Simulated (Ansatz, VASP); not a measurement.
## One calculation of TaN, two programs

```
Ta N
1.0
     5.10300    0.00000    0.00000
    -2.55150    4.41933    0.00000
     0.00000    0.00000    2.85870
Ta N
3 3
Direct
  0.00000 0.00000 0.00000
  0.33333 0.66667 0.50000
  0.66667 0.33333 0.50000
  0.50000 0.00000 0.00000
  0.50000 0.50000 0.00000
  0.00000 0.50000 0.00000
```

Alike in both runs: task single point; functional r2SCAN; k mesh 5 × 5 × 8; occupations gaussian, width 0.1 eV; no spin polarisation.

|  | VASP | Ansatz |
| --- | --- | --- |
| version | VASP 6.6.1 | Ansatz 0.2.0 |
| potentials or method | VASP PAW PBE potentials, release 64 (Ta_sv_GW, N), cutoff 660 eV | plane waves, PAW |
| valence electrons in the cell | 54 | 54 |

VASP gave:

| Property | Result |
| --- | --- |
| pressure (GPa) | 24.8 |
| traceless stress, the component that is largest in VASP (GPa) | 3.96 |

Which values does Ansatz return?

Pressure (GPa): 24.4; traceless stress, the component that is largest in VASP (GPa): 3.76.

VASP's potentials were made for PBE, not for r2SCAN.

Neither program's run includes spin-orbit coupling.
